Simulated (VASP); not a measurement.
# Al2Cu (Imm2) in VASP: a series of runs

The runs below take Al2Cu through single point, with PBEsol.

Everything below comes from runs of VASP 6.6.1. Logs are shortened: lines on timing, memory, paths and dates and some standing lists are left out, and cuts for length are marked.

## (1) The cell of the first run

The structure is orthorhombic, space group Imm2 (No. 44). Conventional cell: a = 4.049 Å, b = 5.726 Å, c = 4.049 Å, α = 90.00°, β = 90.00°, γ = 90.00°. Al (site symmetry m) has 4 Cu at 2.37 to 2.60 Å and 6 Al at 2.86 Å within 3.1 Å. Cu (site symmetry mm2) has 8 Al at 2.37 to 2.60 Å within 3.1 Å.

## (2) Single point, PBEsol (atoms displaced along a vibrational mode)

File INCAR:

```
SYSTEM = Al2Cu
PREC = Accurate ; ENCUT = 520
EDIFF = 1E-6 ; ISMEAR = 0
SIGMA = 0.15 ; LREAL = .False.
LASPH = .True. ; NELM = 60
ALGO = Fast ; ISIF = 2
LWAVE = .False. ; LCHARG = .False.
GGA = PS ; NBANDS = 16
```

File KPOINTS:

```
regular mesh
0
Gamma
  14 14 14
  0 0 0
```

File POSCAR:

```
Al2Cu
1.0
   -2.0246107077      2.0246107077      2.8631594530
    2.0246107077     -2.0246107077      2.8631594530
    2.0246107077      2.0246107077     -2.8631594530
Al Cu
2 1
Direct
    0.7500000000      0.2311401935      0.4811401935
    0.2500000000      0.7311401935      0.4811401935
    0.5000000000      0.5160156924      0.0160156924
```

Potentials or basis: VASP PAW PBE potentials, release 64 (Al, Cu).

Launch:

```bash
> cat potpaw_PBE.64/Al/POTCAR potpaw_PBE.64/Cu/POTCAR > POTCAR
> mpirun -np 1 vasp_std > vasp.out
```

OUTCAR:

```text
SYSTEM = Al2Cu
   PREC = Accurate
   ENCUT = 520
   EDIFF = 1E-6
   ISMEAR = 0
   LREAL = .False.
   LASPH = .True.
   NELM = 60
   ISIF = 2
   GGA = PS

 ion  position               nearest neighbor table
   1  0.750  0.231  0.481-   3 2.37   3 2.48   3 2.48   3 2.60   2 2.86   2 2.86   2 2.86   2 2.86
                             2 2.86   2 2.86
   2  0.250  0.731  0.481-   3 2.37   3 2.48   3 2.48   3 2.60   1 2.86   1 2.86   1 2.86   1 2.86
                             1 2.86   1 2.86
   3  0.500  0.516  0.016-   1 2.37   2 2.37   1 2.48   2 2.48   2 2.48   1 2.48   2 2.60   1 2.60

  LATTYP: Found a body centered tetragonal cell.
 ALAT       =     4.0492214154
 C/A-ratio  =     1.4141777686

  Lattice vectors:

 A1 = (  -2.0246107077,   2.0246107077,   2.8631594530)
 A2 = (   2.0246107077,  -2.0246107077,   2.8631594530)
 A3 = (   2.0246107077,   2.0246107077,  -2.8631594530)

Analysis of symmetry for initial positions (statically):
=====================================================================
 Subroutine PRICEL returns:
 Original cell was already a primitive cell.

 Routine SETGRP: Setting up the symmetry group for a
 body centered tetragonal supercell.

 Subroutine GETGRP returns: Found  4 space group operations
 (whereof  4 operations were pure point group operations)
 out of a pool of 16 trial point group operations.

The static configuration has the point symmetry C_2v.

Analysis of symmetry for dynamics (positions and initial velocities):
=====================================================================
 Subroutine PRICEL returns:
 Original cell was already a primitive cell.

 Routine SETGRP: Setting up the symmetry group for a
 body centered tetragonal supercell.

 Subroutine GETGRP returns: Found  4 space group operations
 (whereof  4 operations were pure point group operations)
 out of a pool of 16 trial point group operations.

The dynamic configuration has the point symmetry C_2v.

 Subroutine INISYM returns: Found  4 space group operations
 (whereof  4 operations are pure point group operations),
 and found     1 'primitive' translations

----------------------------------------------------------------------------------------

                                     Primitive cell

  volume of cell :      46.9449

  direct lattice vectors                    reciprocal lattice vectors
    -2.024610708  2.024610708  2.863159453     0.000000000  0.246961057  0.174632258
     2.024610708 -2.024610708  2.863159453     0.246961057  0.000000000  0.174632258
     2.024610708  2.024610708 -2.863159453     0.246961057  0.246961057  0.000000000

  length of vectors
     4.049170173  4.049170173  4.049170173     0.302466840  0.302466840  0.349255676

  position of ions in fractional coordinates (direct lattice)
     0.750000000  0.231140194  0.481140194
     0.250000000  0.731140194  0.481140194
     0.500000000  0.516015692  0.016015692

  ion indices of the primitive-cell ions
   primitive index   ion index
                 1           1
                 2           2
                 3           3

----------------------------------------------------------------------------------------

 KPOINTS: regular mesh

Automatic generation of k-mesh.
 Grid dimensions read from file:
 generate k-points for:   14   14   14

 Generating k-lattice:

  Cartesian coordinates                     Fractional coordinates (reciprocal lattice)
     0.000000000  0.017640075  0.012473733     0.071428571  0.000000000 -0.000000000
     0.017640075  0.000000000  0.012473733     0.000000000  0.071428571 -0.000000000
     0.017640075  0.017640075  0.000000000     0.000000000  0.000000000  0.071428571

  Length of vectors
     0.021604774  0.021604774  0.024946834

  Shift w.r.t. Gamma in fractional coordinates (k-lattice)
     0.000000000  0.000000000  0.000000000

 Subroutine IBZKPT returns following result:
 ===========================================

 Found    428 irreducible k-points:

 Following reciprocal coordinates:
            Coordinates               Weight
  0.000000  0.000000  0.000000      1.000000
  0.071429  0.000000  0.000000      4.000000
  0.000000  0.071429  0.000000      4.000000
  0.142857  0.000000 -0.000000      4.000000
  0.000000  0.142857 -0.000000      4.000000
  0.214286 -0.000000  0.000000      4.000000
[... 16 lines left out ...]
  0.357143  0.071429  0.000000      8.000000
 -0.000000  0.428571 -0.071429      8.000000
 [... further k-points ...]
   k-points           NKPTS =    428   k-points in BZ     NKDIM =    428   number of bands    NBANDS=     16
   number of dos      NEDOS =    301   number of ions     NIONS =      3
   total plane-waves  NPLWV =  27000
   dimension x,y,z NGX =    30 NGY =   30 NGZ =   30
   dimension x,y,z NGXF=    60 NGYF=   60 NGZF=   60
   ions per type =               2   1
   NGX,Y,Z   is equivalent  to a cutoff of  12.32, 12.32, 12.32 a.u.
   NGXF,Y,Z  is equivalent  to a cutoff of  24.63, 24.63, 24.63 a.u.
 SYSTEM =  Al2Cu
   PREC   = accura    normal or accurate (medium, high low for compatibility)
   ISTART =      0    job   : 0-new  1-cont  2-samecut
   ICHARG =      2    charge: 1-file 2-atom 10-const
   ISPIN  =      1    spin polarized calculation?
   LNONCOLLINEAR =      F non collinear calculations
   LSORBIT =      F    spin-orbit coupling
   LASPH  =      T    aspherical Exc in radial PAW
   ENCUT  =  520.0 eV  38.22 Ry    6.18 a.u.   7.53  7.53  7.53*2*pi/ulx,y,z
   NELM   =     60;   NELMIN=  2; NELMDL= -5     # of ELM steps
   EDIFF  = 0.1E-05   stopping-criterion for ELM
   LREAL  =      F    real-space projection
   EDIFFG = 0.1E-04   stopping-criterion for IOM
   NSW    =      0    number of steps for IOM
   IBRION =     -1    ionic relax: 0-MD 1-quasi-New 2-CG
   NFREE  =      0    steps in history (QN), initial steepest desc. (CG)
   ISIF   =      2    stress and relaxation
   ISYM   =      2    0-nonsym 1-usesym 2-fastsym
   POTIM  = 0.5000    time-step for ionic-motion
   TEBEG  =    0.0;   TEEND  =   0.0 temperature during run
   PSTRESS=    0.0 pullay stress
   NELECT =      17.0000    total number of electrons
   NUPDOWN=      -1.0000    fix difference up-down
   EMIN   =  10.00;   EMAX   =-10.00  energy-range for DOS
   EFERMI =   0.00;   METHOD = LEGACY
   ISMEAR =     0;   SIGMA  =   0.15  broadening in eV -4-tet -1-fermi 0-gaus
   EFERMI_NEDOS =   21; number of points for ismear=-14 and -15
   IALGO  =     68    algorithm
   IMIX   =      4    mixing-type and parameters
     AMIX     =   0.40;   BMIX     =  1.00
     AMIX_MAG =   1.60;   BMIX_MAG =  1.00
  volume/ion in A,a.u.               =      15.65       105.60
  Fermi-wavevector in a.u.,A,eV,Ry     =   1.166886  2.205094 18.525992  1.361622
  Thomas-Fermi vector in A             =   2.303393
   LORBIT       =      0    0 simple, 1 ext, 2 COOP (PROOUT), +10 PAW based schemes
   GGA     = PS    functional components
   LHFCALC =     F    Hartree Fock is set to
   AEXX    =    0.0000 exact exchange contribution
   IVDW    =     0    specifies the selected vdW correction
   LEPSILON=     F    determine dielectric tensor
   LRPA    =     F    only Hartree local field effects (RPA)
 non-spin polarized calculation
 RMM-DIIS sequential band-by-band and
 Gauss-broadening in eV      SIGMA  =   0.15
  energy-cutoff  :      520.00
  volume of cell :       46.94
 maximum number of plane-waves:      1295
   NGX = 15   NGY = 15   NGZ = 15

 number of electron      17.0000003 magnetization

 Free energy of the ion-electron system (eV)
  ---------------------------------------------------
  ext. energy  EPLUGINS =         0.00000000
  ---------------------------------------------------
  free energy    TOTEN  =       -12.94145990 eV

  energy without entropy =      -12.93105354  energy(sigma->0) =      -12.93625672

 E-fermi :   7.1059     XC(G=0): -10.6327

 val. band max:        7.0987438376   @ k =   0.0714   0.0714   0.0714
 cond. band min:       7.1094174520   @ k =   0.0000   0.1429  -0.0000
 fundamental gap:      0.0106736144
 Fermi energy:         7.1059121562

 k-point     1 :       0.0000    0.0000    0.0000
  band No.  band energies     occupation
      1      -3.2031      2.00000
      2       2.4394      2.00000
      3       2.4580      2.00000
      4       2.4601      2.00000
      5       3.0118      2.00000
      6       3.0199      2.00000
[... 8 lines left out ...]
     15      14.1148      0.00000
     16      14.1225      0.00000

 k-point     2 :       0.0714    0.0000    0.0000
  band No.  band energies     occupation
      1      -3.1340      2.00000
      2       2.4350      2.00000
      3       2.4514      2.00000
      4       2.4701      2.00000
      5       3.0090      2.00000
      6       3.0170      2.00000
[... 8 lines left out ...]
     15      13.3640      0.00000
     16      13.9738      0.00000

 k-point     3 :       0.0000    0.0714    0.0000
  band No.  band energies     occupation
      1      -3.1340      2.00000
      2       2.4218      2.00000
      3       2.4665      2.00000
      4       2.4688      2.00000
      5       3.0087      2.00000
      6       3.0170      2.00000
[... 8 lines left out ...]
     15      13.3569      0.00000
     16      13.9539      0.00000

 k-point     4 :       0.1429    0.0000   -0.0000
  band No.  band energies     occupation
      1      -2.9275      2.00000
      2       2.3677      2.00000
      3       2.4799      2.00000
      4       2.4985      2.00000
      5       3.0033      2.00000
      6       3.0109      2.00000
[... 8 lines left out ...]
     15      13.1711      0.00000
     16      13.6588      0.00000

 k-point     5 :       0.0000    0.1429   -0.0000
  band No.  band energies     occupation
      1      -2.9274      2.00000
      2       2.3563      2.00000
      3       2.4944      2.00000
      4       2.4981      2.00000
      5       3.0020      2.00000
      6       3.0109      2.00000
[... 8 lines left out ...]
     15      13.1696      0.00000
     16      13.6516      0.00000

 k-point     6 :       0.2143   -0.0000    0.0000
  band No.  band energies     occupation
      1      -2.5862      2.00000
      2       2.2458      2.00000
      3       2.5185      2.00000
      4       2.5355      2.00000
      5       3.0023      2.00000
      6       3.0085      2.00000
[... 8 lines left out ...]
     15      13.0900      0.00000
     16      14.4286      0.00000
[... 267 lines left out ...]
 k-point    21 :       0.2857    0.0714    0.0000
  band No.  band energies     occupation
      1      -1.8722      2.00000
      2       1.9372      2.00000
      3       2.5528      2.00000
      4       2.5950      2.00000
      5       2.9845      2.00000
      6       3.0537      2.00000
[... 8 lines left out ...]
     15      14.3360      0.00000
     16      16.5388      0.00000

 k-point    22 :       0.0000    0.3571   -0.0714
  band No.  band energies     occupation
      1      -1.8716      2.00000
      2       1.9333      2.00000
      3       2.5630      2.00000
      4       2.5984      2.00000
      5       2.9804      2.00000
      6       3.0553      2.00000
[... 8 lines left out ...]
     15      14.3281      0.00000
     16      16.5364      0.00000

 k-point    23 :       0.3571    0.0714    0.0000
  band No.  band energies     occupation
      1      -1.2536      2.00000
      2       1.4770      2.00000
      3       2.5674      2.00000
      4       2.6101      2.00000
      5       3.0178      2.00000
      6       3.0704      2.00000
[... 8 lines left out ...]
     15      15.4481      0.00000
     16      17.6139      0.00000

 k-point    24 :      -0.0000    0.4286   -0.0714
  band No.  band energies     occupation
      1      -1.2524      2.00000
      2       1.4760      2.00000
      3       2.5767      2.00000
      4       2.6151      2.00000
      5       3.0122      2.00000
      6       3.0734      2.00000
[... 8 lines left out ...]
     15      15.4379      0.00000
     16      17.6091      0.00000

 [... further k-points ...]

------------------------ aborting loop because EDIFF is reached ----------------------------------------

  FORCE on cell =-STRESS in cart. coord.  units (eV):
  Direction    XX          YY          ZZ          XY          YZ          ZX
  --------------------------------------------------------------------------------------
  -------------------------------------------------------------------------------------
  Total        0.5554492      0.0962363      0.4456692      0.0000000      0.0000000      0.0000000
  in kB       18.9568578      3.2844369     15.2101876      0.0000000      0.0000000      0.0000000
  external PRESSURE =      12.4838274 kB  Pullay stress =       0.0000000 kB

 VOLUME and BASIS-vectors are now :
 -----------------------------------------------------------------------------
  energy-cutoff  :      520.00
  volume of cell :       46.94
      direct lattice vectors                 reciprocal lattice vectors
    -2.024610708  2.024610708  2.863159453     0.000000000  0.246961057  0.174632258
     2.024610708 -2.024610708  2.863159453     0.246961057  0.000000000  0.174632258
     2.024610708  2.024610708 -2.863159453     0.246961057  0.246961057  0.000000000

 POSITION                                       TOTAL-FORCE (eV/Angst)
 -----------------------------------------------------------------------------------
     -0.07637      2.02461      1.43158         0.548492     -0.000000      0.125864
      1.94824      0.00000      1.43158         0.548492     -0.000000     -0.125864
      0.06485     -0.00000      2.86316        -1.096984      0.000000     -0.000000
 -----------------------------------------------------------------------------------
    total drift:                               -0.000031      0.000002      0.000002

  FREE ENERGIE OF THE ION-ELECTRON SYSTEM (eV)
  ---------------------------------------------------
  free  energy   TOTEN  =       -12.9414599020 eV

  energy  without entropy=      -12.9310535368  energy(sigma->0) =      -12.93625672
```

Run time: 2.8 min. Hardware: 1 thread of Intel Xeon 6975P-C (Granite Rapids), shared host; peak memory 0.41 GiB.

What came out:

```
Free energy            : -12.9415 eV
Pressure               : 1.2 GPa
Largest force          : 1.097 eV/Å
Band gap on the k mesh : zero (an odd number of electrons rules out a gap without spin polarisation)
```

Forces in eV/Å, atoms in the order of the input:
```
Al   0.548  0.000  0.126
Al   0.548  0.000 -0.126
Cu  -1.097  0.000  0.000
```

Caveat: the cell differs from its parent crystal (atoms displaced along a vibrational mode); the PAW data sets were made with another functional, which shifts forces and pressure a little.

(Continued in part 2 of 2.)
